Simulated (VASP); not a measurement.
# SnIrS3 (Pm-3m) in VASP: single point with PBE

Aim: the single point of SnIrS3 with PBE.

Program: VASP 6.6.1. These are calculated values, not measurements. Logs are shortened: lines on timing, memory, paths and dates and some standing lists are left out, and cuts for length are marked.

## 1. The cell of the first run

The structure is cubic, space group Pm-3m (No. 221). Conventional cell: a = 4.916 Å, b = 4.916 Å, c = 4.916 Å, α = 90.00°, β = 90.00°, γ = 90.00°. Sn (site symmetry m-3m) has 6 S at 2.46 Å within 3.2 Å. Ir (site symmetry m-3m) has 12 S at 3.48 Å and 8 Sn at 4.26 Å within 4.6 Å. Within 3.2 Å of S (site symmetry 4/mmm) lie 2 Sn at 2.46 Å.

## 2. Single point, PBE, collinear spin

Input file INCAR:

```
SYSTEM = SnIrS3
PREC = Accurate
ENCUT = 520
EDIFF = 1E-7
ISMEAR = 0
SIGMA = 0.1
LREAL = .FALSE.
LASPH = .TRUE.
NELM = 150
ALGO = Normal
ISIF = 2
LWAVE = .FALSE.
LCHARG = .FALSE.
ISPIN = 2
MAGMOM = 0 2.45 0.29 0.29 0.29
LORBIT = 11
LMAXMIX = 4
GGA = PE
NBANDS = 32
```

Input file KPOINTS:

```
regular mesh
0
G
  8 8 8
  0 0 0
```

Input file POSCAR:

```
SnIrS3
1.0
    4.9157603195      0.0000000000      0.0000000000
    0.0000000000      4.9157603195      0.0000000000
    0.0000000000      0.0000000000      4.9157603195
Sn Ir S
1 1 3
Direct
    0.5000000000      0.5000000000      0.5000000000
    0.0000000000      0.0000000000      0.0000000000
    0.0000000000      0.5000000000      0.5000000000
    0.5000000000      0.0000000000      0.5000000000
    0.5000000000      0.5000000000      0.0000000000
```

Potentials or basis: VASP PAW PBE potentials, release 64 (Sn_d, Ir, S).

The run is started by

```
> cat potpaw_PBE.64/Sn_d/POTCAR potpaw_PBE.64/Ir/POTCAR potpaw_PBE.64/S/POTCAR > POTCAR
> mpirun -np 1 vasp_std > vasp.out
```

OUTCAR:

```text
SYSTEM = SnIrS3
   PREC = Accurate
   ENCUT = 520
   EDIFF = 1E-7
   ISMEAR = 0
   LREAL = .FALSE.
   LASPH = .TRUE.
   NELM = 150
   ISIF = 2
   ISPIN = 2
   LORBIT = 11
   GGA = PE

 ion  position               nearest neighbor table
   1  0.500  0.500  0.500-   3 2.46   4 2.46   5 2.46   5 2.46   4 2.46   3 2.46
   2  0.000  0.000  0.000-
   3  0.000  0.500  0.500-   1 2.46   1 2.46
   4  0.500  0.000  0.500-   1 2.46   1 2.46
   5  0.500  0.500  0.000-   1 2.46   1 2.46

  LATTYP: Found a simple cubic cell.
 ALAT       =     4.9157603195

  Lattice vectors:

 A1 = (   4.9157603195,   0.0000000000,   0.0000000000)
 A2 = (   0.0000000000,   4.9157603195,   0.0000000000)
 A3 = (   0.0000000000,   0.0000000000,   4.9157603195)

Analysis of symmetry for initial positions (statically):
=====================================================================
 Subroutine PRICEL returns:
 Original cell was already a primitive cell.

 Routine SETGRP: Setting up the symmetry group for a
 simple cubic supercell.

 Subroutine GETGRP returns: Found 48 space group operations
 (whereof 48 operations were pure point group operations)
 out of a pool of 48 trial point group operations.

The static configuration has the point symmetry O_h .

Analysis of symmetry for dynamics (positions and initial velocities):
=====================================================================
 Subroutine PRICEL returns:
 Original cell was already a primitive cell.

 Routine SETGRP: Setting up the symmetry group for a
 simple cubic supercell.

 Subroutine GETGRP returns: Found 48 space group operations
 (whereof 48 operations were pure point group operations)
 out of a pool of 48 trial point group operations.

The dynamic configuration has the point symmetry O_h .

Analysis of structural, dynamic, and magnetic symmetry:
=====================================================================
 Subroutine PRICEL returns:
 Original cell was already a primitive cell.

 Routine SETGRP: Setting up the symmetry group for a
 simple cubic supercell.

 Subroutine GETGRP returns: Found 48 space group operations
 (whereof 48 operations were pure point group operations)
 out of a pool of 48 trial point group operations.

The overall configuration has the point symmetry O_h .

 Subroutine INISYM returns: Found 48 space group operations
 (whereof 48 operations are pure point group operations),
 and found     1 'primitive' translations

----------------------------------------------------------------------------------------

                                     Primitive cell

  volume of cell :     118.7879

  direct lattice vectors                    reciprocal lattice vectors
     4.915760320  0.000000000  0.000000000     0.203427331  0.000000000  0.000000000
     0.000000000  4.915760320  0.000000000     0.000000000  0.203427331  0.000000000
     0.000000000  0.000000000  4.915760320     0.000000000  0.000000000  0.203427331

  length of vectors
     4.915760320  4.915760320  4.915760320     0.203427331  0.203427331  0.203427331

  position of ions in fractional coordinates (direct lattice)
     0.500000000  0.500000000  0.500000000
     0.000000000  0.000000000  0.000000000
     0.000000000  0.500000000  0.500000000
     0.500000000  0.000000000  0.500000000
     0.500000000  0.500000000  0.000000000

  ion indices of the primitive-cell ions
   primitive index   ion index
                 1           1
                 2           2
                 3           3
                 4           4
                 5           5

----------------------------------------------------------------------------------------

 KPOINTS: regular mesh

Automatic generation of k-mesh.
 Grid dimensions read from file:
 generate k-points for:    8    8    8

 Generating k-lattice:

  Cartesian coordinates                     Fractional coordinates (reciprocal lattice)
     0.025428416  0.000000000  0.000000000     0.125000000  0.000000000  0.000000000
     0.000000000  0.025428416  0.000000000     0.000000000  0.125000000  0.000000000
     0.000000000  0.000000000  0.025428416     0.000000000  0.000000000  0.125000000

  Length of vectors
     0.025428416  0.025428416  0.025428416

  Shift w.r.t. Gamma in fractional coordinates (k-lattice)
     0.000000000  0.000000000  0.000000000

 Subroutine IBZKPT returns following result:
 ===========================================

 Found     35 irreducible k-points:

 Following reciprocal coordinates:
            Coordinates               Weight
  0.000000  0.000000  0.000000      1.000000
  0.125000  0.000000  0.000000      6.000000
  0.250000  0.000000  0.000000      6.000000
  0.375000  0.000000  0.000000      6.000000
  0.500000  0.000000  0.000000      3.000000
  0.125000  0.125000  0.000000     12.000000
[... 16 lines left out ...]
  0.375000  0.375000  0.125000     24.000000
  0.500000  0.375000  0.125000     24.000000
 [... further k-points ...]
   k-points           NKPTS =     35   k-points in BZ     NKDIM =     35   number of bands    NBANDS=     32
   number of dos      NEDOS =    301   number of ions     NIONS =      5
   total plane-waves  NPLWV =  64000
   dimension x,y,z NGX =    40 NGY =   40 NGZ =   40
   dimension x,y,z NGXF=    80 NGYF=   80 NGZF=   80
   ions per type =               1   1   3
   NGX,Y,Z   is equivalent  to a cutoff of  13.53, 13.53, 13.53 a.u.
   NGXF,Y,Z  is equivalent  to a cutoff of  27.06, 27.06, 27.06 a.u.
 SYSTEM =  SnIrS3
   PREC   = accura    normal or accurate (medium, high low for compatibility)
   ISTART =      0    job   : 0-new  1-cont  2-samecut
   ICHARG =      2    charge: 1-file 2-atom 10-const
   ISPIN  =      2    spin polarized calculation?
   LNONCOLLINEAR =      F non collinear calculations
   LSORBIT =      F    spin-orbit coupling
   LASPH  =      T    aspherical Exc in radial PAW
   ENCUT  =  520.0 eV  38.22 Ry    6.18 a.u.   9.14  9.14  9.14*2*pi/ulx,y,z
   NELM   =    150;   NELMIN=  2; NELMDL= -5     # of ELM steps
   EDIFF  = 0.1E-06   stopping-criterion for ELM
   LREAL  =      F    real-space projection
   EDIFFG = 0.1E-05   stopping-criterion for IOM
   NSW    =      0    number of steps for IOM
   IBRION =     -1    ionic relax: 0-MD 1-quasi-New 2-CG
   NFREE  =      0    steps in history (QN), initial steepest desc. (CG)
   ISIF   =      2    stress and relaxation
   ISYM   =      2    0-nonsym 1-usesym 2-fastsym
   POTIM  = 0.5000    time-step for ionic-motion
   TEBEG  =    0.0;   TEEND  =   0.0 temperature during run
   PSTRESS=    0.0 pullay stress
   NELECT =      41.0000    total number of electrons
   NUPDOWN=      -1.0000    fix difference up-down
   EMIN   =  10.00;   EMAX   =-10.00  energy-range for DOS
   EFERMI =   0.00;   METHOD = LEGACY
   ISMEAR =     0;   SIGMA  =   0.10  broadening in eV -4-tet -1-fermi 0-gaus
   EFERMI_NEDOS =   21; number of points for ismear=-14 and -15
   IALGO  =     38    algorithm
   IMIX   =      4    mixing-type and parameters
     AMIX     =   0.40;   BMIX     =  1.00
     AMIX_MAG =   1.60;   BMIX_MAG =  1.00
  volume/ion in A,a.u.               =      23.76       160.32
  Fermi-wavevector in a.u.,A,eV,Ry     =   1.148362  2.170089 17.942478  1.318735
  Thomas-Fermi vector in A             =   2.285037
   LORBIT       =     11    0 simple, 1 ext, 2 COOP (PROOUT), +10 PAW based schemes
   GGA     = PE    functional components
   LHFCALC =     F    Hartree Fock is set to
   AEXX    =    0.0000 exact exchange contribution
   IVDW    =     0    specifies the selected vdW correction
   LEPSILON=     F    determine dielectric tensor
   LRPA    =     F    only Hartree local field effects (RPA)
 spin polarized calculation
 Gauss-broadening in eV      SIGMA  =   0.10
  energy-cutoff  :      520.00
  volume of cell :      118.79
 maximum number of plane-waves:      3228
 NGX is ok and might be reduce to    40
   NGX = 19   NGY = 19   NGZ = 19

 number of electron      40.9999993 magnetization       3.2895411

 Free energy of the ion-electron system (eV)
  ---------------------------------------------------
  ext. energy  EPLUGINS =         0.00000000
  ---------------------------------------------------
  free energy    TOTEN  =       -18.34995914 eV

  energy without entropy =      -18.32128469  energy(sigma->0) =      -18.33562191

 E-fermi :   4.0185     XC(G=0):  -9.7206

 val. band max:        4.0174393577   @ k =   0.1250   0.0000   0.0000
 cond. band min:       4.0332355518   @ k =   0.3750   0.1250   0.1250
 fundamental gap:      0.0157961940
 Fermi energy:         4.0185485881

 spin component 1

 k-point     1 :       0.0000    0.0000    0.0000
  band No.  band energies     occupation
      1     -17.6941      1.00000
      2     -17.6941      1.00000
      3     -17.5008      1.00000
      4     -17.5008      1.00000
      5     -17.5008      1.00000
      6     -10.1441      1.00000
[... 24 lines left out ...]
     31      12.1385      0.00000
     32      12.1385      0.00000

 k-point     2 :       0.1250    0.0000    0.0000
  band No.  band energies     occupation
      1     -17.6940      1.00000
      2     -17.6897      1.00000
      3     -17.5010      1.00000
      4     -17.5010      1.00000
      5     -17.5008      1.00000
      6     -10.0858      1.00000
[... 24 lines left out ...]
     31      12.0617      0.00000
     32      12.4269      0.00000
[... 733 lines left out ...]
     31      12.7461      0.00000
     32      12.7901      0.00000

 k-point    24 :       0.5000    0.3750    0.1250
  band No.  band energies     occupation
      1     -17.6760      1.00000
      2     -17.6518      1.00000
      3     -17.5040      1.00000
      4     -17.5027      1.00000
      5     -17.5024      1.00000
      6      -8.9749      1.00000
[... 24 lines left out ...]
     31      12.9971      0.00000
     32      13.0591      0.00000

 [... further k-points ...]

 spin component 2

 k-point     1 :       0.0000    0.0000    0.0000
  band No.  band energies     occupation
      1     -17.6951      1.00000
      2     -17.6951      1.00000
      3     -17.5029      1.00000
      4     -17.5029      1.00000
      5     -17.5029      1.00000
      6      -9.9061      1.00000
[... 24 lines left out ...]
     31      12.6642      0.00000
     32      12.6642      0.00000

 k-point     2 :       0.1250    0.0000    0.0000
  band No.  band energies     occupation
      1     -17.6950      1.00000
      2     -17.6909      1.00000
      3     -17.5032      1.00000
      4     -17.5032      1.00000
      5     -17.5029      1.00000
      6      -9.8471      1.00000
[... 24 lines left out ...]
     31      12.5373      0.00000
     32      12.8185      0.00000
[... 733 lines left out ...]
     31      12.9428      0.00000
     32      12.9747      0.00000

 k-point    24 :       0.5000    0.3750    0.1250
  band No.  band energies     occupation
      1     -17.6779      1.00000
      2     -17.6549      1.00000
      3     -17.5061      1.00000
      4     -17.5048      1.00000
      5     -17.5045      1.00000
      6      -8.7165      1.00000
[... 24 lines left out ...]
     31      13.1769      0.00000
     32      13.2481      0.00000

 [... further k-points ...]
[... 5 lines left out ...]
  --------------------------------------------------------------------------------------
  -------------------------------------------------------------------------------------
  Total       -0.0365697     -0.0365697     -0.0365697      0.0000000      0.0000000     -0.0000000
  in kB       -0.4932419     -0.4932419     -0.4932419      0.0000000      0.0000000     -0.0000000
  external PRESSURE =      -0.4932419 kB  Pullay stress =       0.0000000 kB

 VOLUME and BASIS-vectors are now :
 -----------------------------------------------------------------------------
  energy-cutoff  :      520.00
  volume of cell :      118.79
      direct lattice vectors                 reciprocal lattice vectors
     4.915760320  0.000000000  0.000000000     0.203427331  0.000000000  0.000000000
     0.000000000  4.915760320  0.000000000     0.000000000  0.203427331  0.000000000
     0.000000000  0.000000000  4.915760320     0.000000000  0.000000000  0.203427331

 POSITION                                       TOTAL-FORCE (eV/Angst)
 -----------------------------------------------------------------------------------
      2.45788      2.45788      2.45788         0.000000      0.000000      0.000000
      0.00000      0.00000      0.00000         0.000000      0.000000      0.000000
      0.00000      2.45788      2.45788         0.000000      0.000000      0.000000
      2.45788      0.00000      2.45788         0.000000      0.000000      0.000000
      2.45788      2.45788      0.00000         0.000000      0.000000      0.000000
 -----------------------------------------------------------------------------------
    total drift:                               -0.000000      0.000000     -0.000000

  FREE ENERGIE OF THE ION-ELECTRON SYSTEM (eV)
  ---------------------------------------------------
  free  energy   TOTEN  =       -18.3499591392 eV

  energy  without entropy=      -18.3212846873  energy(sigma->0) =      -18.33562191

 total charge

# of ion       s       p       d       tot
------------------------------------------
    1        1.088   1.065  10.190  12.343
    2        0.332   0.078   6.852   7.262
    3        1.364   2.307   0.000   3.671
    4        1.364   2.307   0.000   3.671
    5        1.364   2.307   0.000   3.671
--------------------------------------------------
tot          5.512   8.062  17.042  30.617

 magnetization (x)

# of ion       s       p       d       tot
------------------------------------------
    1       -0.004  -0.008  -0.002  -0.013
    2        0.052   0.005   2.070   2.127
    3        0.009   0.233   0.000   0.242
    4        0.009   0.233   0.000   0.242
    5        0.009   0.233   0.000   0.242
--------------------------------------------------
tot          0.075   0.695   2.068   2.838
```

It took 4.1 min on 1 thread of Intel Xeon Platinum 8259CL at 2.50GHz (Skylake/Cascade Lake), shared host; peak memory 0.42 GiB.

Results:

| Property | Result |
| --- | --- |
| Free energy | -18.3500 eV |
| Pressure | 0.0 GPa |
| Net moment | 3.29 μB per cell |
| Site moments | Sn -0.01; Ir +2.13; S +0.24 μB |
| Valence electrons inside the program's atomic spheres | Sn 12.34; Ir 7.26; S 3.67 |

Caveat: spin-orbit coupling is left out, which moves the levels of the heavy elements.
